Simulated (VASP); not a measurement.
# Nb (Im-3m) in VASP: single point with r2SCAN

Aim: the single point of Nb with r2SCAN.

All numbers are computed with VASP 6.6.1; they aren't measurements. Logs are shortened: lines on timing, memory, paths and dates and some standing lists are left out, and cuts for length are marked.

## Step 1: The cell of the first run

Symmetry: Im-3m, No. 229, cubic system. Conventional cell: a = 3.305 Å, b = 3.305 Å, c = 3.305 Å, α = 90.00°, β = 90.00°, γ = 90.00°. Nb (site symmetry m-3m) has 14 Nb at 2.86 to 3.30 Å within 3.8 Å.

## Step 2: Single point, r2SCAN

File POSCAR:

```
Nb
1.0
   -1.6522847906      1.6522847906      1.6522847906
    1.6522847906     -1.6522847906      1.6522847906
    1.6522847906      1.6522847906     -1.6522847906
Nb
1
Direct
    0.0000000000      0.0000000000      0.0000000000
```

File INCAR.step1:

```
SYSTEM = Nb
PREC = Accurate ; ENCUT = 520
ISMEAR = 0 ; SIGMA = 0.1
LREAL = .False. ; LASPH = .True.
NELM = 80 ; NBANDS = 12
GGA = PE ; ALGO = Normal
EDIFF = 1E-4 ; LWAVE = .True.
LCHARG = .False.
```

File INCAR.step2:

```
SYSTEM = Nb
PREC = Accurate ; ENCUT = 520
EDIFF = 1E-6 ; ISMEAR = 0
SIGMA = 0.1 ; LREAL = .False.
LASPH = .True. ; NELM = 80
ALGO = Normal ; ISIF = 2
LWAVE = .False. ; LCHARG = .False.
METAGGA = R2SCAN ; LMIXTAU = .True.
NBANDS = 12 ; ISTART = 1
```

File KPOINTS:

```
regular mesh
0
Gamma
  18 18 18
  0 0 0
```

Potentials or basis: VASP PAW PBE potentials, release 64 (Nb_sv).

Launch:

```bash
> cat potpaw_PBE.64/Nb_sv/POTCAR > POTCAR
> cp INCAR.step1 INCAR
> mpirun -np 1 vasp_std > vasp.out
> cp INCAR.step2 INCAR
> mpirun -np 1 vasp_std > vasp.out
```

OUTCAR:

```text
SYSTEM = Nb
   PREC = Accurate
   ENCUT = 520
   EDIFF = 1E-6
   ISMEAR = 0
   LREAL = .False.
   LASPH = .True.
   NELM = 80
   ISIF = 2
   METAGGA = R2SCAN
   ISTART = 1

 ion  position               nearest neighbor table
   1  0.000  0.000  0.000-

  LATTYP: Found a body centered cubic cell.
 ALAT       =     3.3045695812

  Lattice vectors:

 A1 = (  -1.6522847906,   1.6522847906,   1.6522847906)
 A2 = (   1.6522847906,  -1.6522847906,   1.6522847906)
 A3 = (   1.6522847906,   1.6522847906,  -1.6522847906)

Analysis of symmetry for initial positions (statically):
=====================================================================
 Subroutine PRICEL returns:
 Original cell was already a primitive cell.

 Routine SETGRP: Setting up the symmetry group for a
 body centered cubic supercell.

 Subroutine GETGRP returns: Found 48 space group operations
 (whereof 48 operations were pure point group operations)
 out of a pool of 48 trial point group operations.

The static configuration has the point symmetry O_h .

Analysis of symmetry for dynamics (positions and initial velocities):
=====================================================================
 Subroutine PRICEL returns:
 Original cell was already a primitive cell.

 Routine SETGRP: Setting up the symmetry group for a
 body centered cubic supercell.

 Subroutine GETGRP returns: Found 48 space group operations
 (whereof 48 operations were pure point group operations)
 out of a pool of 48 trial point group operations.

The dynamic configuration has the point symmetry O_h .

 Subroutine INISYM returns: Found 48 space group operations
 (whereof 48 operations are pure point group operations),
 and found     1 'primitive' translations

----------------------------------------------------------------------------------------

                                     Primitive cell

  volume of cell :      18.0432

  direct lattice vectors                    reciprocal lattice vectors
    -1.652284791  1.652284791  1.652284791     0.000000000  0.302611271  0.302611271
     1.652284791 -1.652284791  1.652284791     0.302611271  0.000000000  0.302611271
     1.652284791  1.652284791 -1.652284791     0.302611271  0.302611271  0.000000000

  length of vectors
     2.861841206  2.861841206  2.861841206     0.427956963  0.427956963  0.427956963

  position of ions in fractional coordinates (direct lattice)
     0.000000000  0.000000000  0.000000000

  ion indices of the primitive-cell ions
   primitive index   ion index
                 1           1

----------------------------------------------------------------------------------------

 KPOINTS: regular mesh

Automatic generation of k-mesh.
 Grid dimensions read from file:
 generate k-points for:   18   18   18

 Generating k-lattice:

  Cartesian coordinates                     Fractional coordinates (reciprocal lattice)
     0.000000000  0.016811737  0.016811737     0.055555556  0.000000000  0.000000000
     0.016811737  0.000000000  0.016811737     0.000000000  0.055555556  0.000000000
     0.016811737  0.016811737  0.000000000     0.000000000  0.000000000  0.055555556

  Length of vectors
     0.023775387  0.023775387  0.023775387

  Shift w.r.t. Gamma in fractional coordinates (k-lattice)
     0.000000000  0.000000000  0.000000000

 Subroutine IBZKPT returns following result:
 ===========================================

 Found    195 irreducible k-points:

 Following reciprocal coordinates:
            Coordinates               Weight
  0.000000  0.000000  0.000000      1.000000
  0.055556  0.000000  0.000000     12.000000
  0.111111  0.000000  0.000000     12.000000
  0.166667  0.000000  0.000000     12.000000
  0.222222  0.000000  0.000000     12.000000
  0.277778  0.000000  0.000000     12.000000
[... 16 lines left out ...]
  0.333333  0.111111 -0.000000     48.000000
  0.388889  0.111111  0.000000     48.000000
 [... further k-points ...]
   k-points           NKPTS =    195   k-points in BZ     NKDIM =    195   number of bands    NBANDS=     12
   number of dos      NEDOS =    301   number of ions     NIONS =      1
   total plane-waves  NPLWV =  13824
   dimension x,y,z NGX =    24 NGY =   24 NGZ =   24
   dimension x,y,z NGXF=    48 NGYF=   48 NGZF=   48
   ions per type =               1
   NGX,Y,Z   is equivalent  to a cutoff of  13.94, 13.94, 13.94 a.u.
   NGXF,Y,Z  is equivalent  to a cutoff of  27.88, 27.88, 27.88 a.u.
 SYSTEM =  Nb
   PREC   = accura    normal or accurate (medium, high low for compatibility)
   ISTART =      1    job   : 0-new  1-cont  2-samecut
   ICHARG =      0    charge: 1-file 2-atom 10-const
   ISPIN  =      1    spin polarized calculation?
   LNONCOLLINEAR =      F non collinear calculations
   LSORBIT =      F    spin-orbit coupling
   LASPH  =      T    aspherical Exc in radial PAW
   ENCUT  =  520.0 eV  38.22 Ry    6.18 a.u.   5.32  5.32  5.32*2*pi/ulx,y,z
   NELM   =     80;   NELMIN=  2; NELMDL=  0     # of ELM steps
   EDIFF  = 0.1E-05   stopping-criterion for ELM
   LREAL  =      F    real-space projection
   EDIFFG = 0.1E-04   stopping-criterion for IOM
   NSW    =      0    number of steps for IOM
   IBRION =     -1    ionic relax: 0-MD 1-quasi-New 2-CG
   NFREE  =      0    steps in history (QN), initial steepest desc. (CG)
   ISIF   =      2    stress and relaxation
   ISYM   =      2    0-nonsym 1-usesym 2-fastsym
   POTIM  = 0.5000    time-step for ionic-motion
   TEBEG  =    0.0;   TEEND  =   0.0 temperature during run
   PSTRESS=    0.0 pullay stress
   NELECT =      13.0000    total number of electrons
   NUPDOWN=      -1.0000    fix difference up-down
   EMIN   =  10.00;   EMAX   =-10.00  energy-range for DOS
   EFERMI =   0.00;   METHOD = LEGACY
   ISMEAR =     0;   SIGMA  =   0.10  broadening in eV -4-tet -1-fermi 0-gaus
   EFERMI_NEDOS =   21; number of points for ismear=-14 and -15
   IALGO  =     38    algorithm
   IMIX   =      4    mixing-type and parameters
     AMIX     =   0.40;   BMIX     =  1.00
     AMIX_MAG =   1.60;   BMIX_MAG =  1.00
  volume/ion in A,a.u.               =      18.04       121.76
  Fermi-wavevector in a.u.,A,eV,Ry     =   1.467634  2.773426 29.306256  2.153949
  Thomas-Fermi vector in A             =   2.583228
   LORBIT       =      0    0 simple, 1 ext, 2 COOP (PROOUT), +10 PAW based schemes
   METAGGA = R2SCAN    functional components
   LHFCALC =     F    Hartree Fock is set to
   AEXX    =    0.0000 exact exchange contribution
   IVDW    =     0    specifies the selected vdW correction
   LEPSILON=     F    determine dielectric tensor
   LRPA    =     F    only Hartree local field effects (RPA)
 non-spin polarized calculation
 Gauss-broadening in eV      SIGMA  =   0.10
  energy-cutoff  :      520.00
  volume of cell :       18.04
 maximum number of plane-waves:       498
 NGX is ok and might be reduce to    24
   NGX = 11   NGY = 11   NGZ = 11

 number of electron      13.0000000 magnetization

 Free energy of the ion-electron system (eV)
  ---------------------------------------------------
  ext. energy  EPLUGINS =         0.00000000
  ---------------------------------------------------
  free energy    TOTEN  =       -24.84664984 eV

  energy without entropy =      -24.83869355  energy(sigma->0) =      -24.84267170

 E-fermi :  11.0896     XC(G=0): -13.6172

 val. band max:       11.0864043111   @ k =  -0.2222   0.2778   0.1111
 cond. band min:      11.1025489990   @ k =  -0.3333   0.4444   0.0556
 fundamental gap:      0.0161446879
 Fermi energy:        11.0896022657

 k-point     1 :       0.0000    0.0000    0.0000
  band No.  band energies     occupation
      1     -45.0489      2.00000
      2     -19.5917      2.00000
      3     -19.5917      2.00000
      4     -19.5917      2.00000
      5       4.8270      2.00000
      6      11.5548      0.00000
      7      11.5548      0.00000
      8      11.5548      0.00000
      9      14.6724      0.00000
     10      14.6724      0.00000
     11      25.9843      0.00000
     12      25.9843      0.00000

 k-point     2 :       0.0556    0.0000    0.0000
  band No.  band energies     occupation
      1     -45.0411      2.00000
      2     -19.6387      2.00000
      3     -19.6058      2.00000
      4     -19.5921      2.00000
      5       4.9609      2.00000
      6      11.4703      0.00000
      7      11.5337      0.00000
      8      11.6815      0.00000
      9      14.5392      0.00000
     10      14.6712      0.00000
     11      26.0952      0.00000
     12      26.2169      0.00000

 k-point     3 :       0.1111    0.0000    0.0000
  band No.  band energies     occupation
      1     -45.0183      2.00000
      2     -19.7726      2.00000
      3     -19.6461      2.00000
      4     -19.5933      2.00000
      5       5.3457      2.00000
      6      11.2372      0.03682
      7      11.4466      0.00000
      8      12.0569      0.00000
      9      14.2539      0.00000
     10      14.6752      0.00000
     11      26.3668      0.00000
     12      26.8920      0.00000
[... 286 lines left out ...]
 k-point    23 :       0.3333    0.1111   -0.0000
  band No.  band energies     occupation
      1     -44.8041      2.00000
      2     -20.8430      2.00000
      3     -20.0360      2.00000
      4     -19.6652      2.00000
      5       7.7053      2.00000
      6       9.6688      2.00000
      7      11.5990      0.00000
      8      14.3875      0.00000
      9      15.4665      0.00000
     10      17.2684      0.00000
     11      24.2987      0.00000
     12      25.1135      0.00000

 k-point    24 :       0.3889    0.1111    0.0000
  band No.  band energies     occupation
      1     -44.7818      2.00000
      2     -20.9423      2.00000
      3     -20.0829      2.00000
      4     -19.6674      2.00000
      5       7.6168      2.00000
      6       9.5396      2.00000
      7      12.1952      0.00000
      8      14.5202      0.00000
      9      15.6514      0.00000
     10      18.1193      0.00000
     11      23.6436      0.00000
     12      24.2707      0.00000

 [... further k-points ...]

------------------------ aborting loop because EDIFF is reached ----------------------------------------

  FORCE on cell =-STRESS in cart. coord.  units (eV):
  Direction    XX          YY          ZZ          XY          YZ          ZX
  --------------------------------------------------------------------------------------
  -------------------------------------------------------------------------------------
  Total       -0.0196136     -0.0196136     -0.0196136      0.0000000      0.0000000      0.0000000
  in kB       -1.7416191     -1.7416191     -1.7416191      0.0000000      0.0000000      0.0000000
  external PRESSURE =      -1.7416191 kB  Pullay stress =       0.0000000 kB

 VOLUME and BASIS-vectors are now :
 -----------------------------------------------------------------------------
  energy-cutoff  :      520.00
  volume of cell :       18.04
      direct lattice vectors                 reciprocal lattice vectors
    -1.652284791  1.652284791  1.652284791     0.000000000  0.302611271  0.302611271
     1.652284791 -1.652284791  1.652284791     0.302611271  0.000000000  0.302611271
     1.652284791  1.652284791 -1.652284791     0.302611271  0.302611271  0.000000000

 POSITION                                       TOTAL-FORCE (eV/Angst)
 -----------------------------------------------------------------------------------
      0.00000      0.00000      0.00000         0.000000      0.000000      0.000000
 -----------------------------------------------------------------------------------
    total drift:                                0.000000      0.000000      0.000000

  FREE ENERGIE OF THE ION-ELECTRON SYSTEM (eV)
  ---------------------------------------------------
  free  energy   TOTEN  =       -24.8466498450 eV

  energy  without entropy=      -24.8386935503  energy(sigma->0) =      -24.84267170
```

Run time: 2.8 min. Hardware: 1 thread of Intel Xeon 8259CL, shared host; peak memory 0.17 GiB.

Results:

- Free energy: -24.8466 eV
- Pressure: -0.2 GPa
- Band gap on the k mesh: zero (an odd number of electrons rules out a gap without spin polarisation)

Caveat: the PAW data sets were made with another functional, which shifts forces and pressure a little.
